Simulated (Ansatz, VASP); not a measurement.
# One calculation of Be16CO, two programs

```
CELL_PARAMETERS angstrom
4.52544 0.00000 0.00000
-2.26272 3.91914 0.00000
0.00000 0.00000 23.47617
ATOMIC_POSITIONS crystal
Be 0.33333 0.16667 0.17039
Be 0.33333 0.66667 0.17039
Be 0.83333 0.16667 0.17039
Be 0.83333 0.66667 0.17039
Be 0.16667 0.33333 0.24635
Be 0.16667 0.83333 0.24635
Be 0.66667 0.33333 0.24635
Be 0.66667 0.83333 0.24635
Be 0.33333 0.16667 0.32419
Be 0.33333 0.66667 0.32419
Be 0.83333 0.16667 0.32419
Be 0.83333 0.66667 0.32419
Be 0.16667 0.33333 0.40365
Be 0.16667 0.83333 0.40365
Be 0.66667 0.33333 0.40365
Be 0.66667 0.83333 0.40365
C 0.16667 0.33333 0.46414
O 0.20497 0.29503 0.51187
```

Alike in both runs: task single point; functional PBE; k mesh 6 × 6 × 1; occupations gaussian, width 0.1 eV; no spin polarisation.

|  | VASP | Ansatz |
| --- | --- | --- |
| version | VASP 6.6.1 | Ansatz 0.2.0 |
| potentials or method | VASP PAW PBE potentials, release 64 (Be, C, O), cutoff 520 eV | scalar-relativistic, plane waves, PAW |
| valence electrons in the cell | 42 | 42 |

VASP gave:

| Quantity | Value |
| --- | --- |
| gap on the k mesh at the Fermi level (eV) | none |
| rms of the force components (eV/Å) | 1.194 |

Q: Which values does Ansatz return?

A: gap on the k mesh at the Fermi level (eV): none; rms of the force components (eV/Å): 1.255.

Atom by atom the forces differ by 0.150 eV/Å (rms over components). A gap of «none» marks a metal or a gap that the smearing closes.

Noted on VASP's run: the standard files for N, O and F lose accuracy on very short bonds.
